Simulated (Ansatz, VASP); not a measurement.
# Two plane-wave programs on PbSe

```
CELL_PARAMETERS angstrom
0.13168 3.55488 3.55488
3.55488 0.13168 3.55488
3.55488 3.55488 0.13168
ATOMIC_POSITIONS crystal
Pb 0.00230 0.00230 0.00230
Se 0.24770 0.24770 0.24770
```

Change from the starting cell: shear_111 strain +5.8%.

Alike in both runs: task single point; functional PBE; k mesh 6 × 6 × 6; occupations fermi-dirac, width 0.02 eV; no spin polarisation.

|  | VASP | Ansatz |
| --- | --- | --- |
| version | VASP 6.6.1 | Ansatz 0.2.0 |
| potentials or method | VASP PAW PBE potentials, release 64 (Pb_d, Se) | plane waves, PAW |
| plane-wave cutoff (eV) | 520 | 420 |
| valence electrons in the cell | 20 | 30 |

Ansatz gave:

| Property | Result |
| --- | --- |
| gap on the k mesh at the Fermi level (eV) | 0.90 |
| pressure (GPa) | -1.0 |
| traceless stress, the component that is largest in VASP (GPa) | 0.08 |
| rms of the force components (eV/Å) | 0.011 |

Q: Estimate VASP's values.

A: gap on the k mesh at the Fermi level (eV): 0.90; pressure (GPa): -1.0; traceless stress, the component that is largest in VASP (GPa): 0.07; rms of the force components (eV/Å): 0.011.

Atom by atom the forces differ by 0.001 eV/Å (rms over components). VASP's potentials hold 20 valence electrons a cell and Ansatz's 30, so a difference there can come from the potentials and not from the codes.

Neither program's run includes spin-orbit coupling.
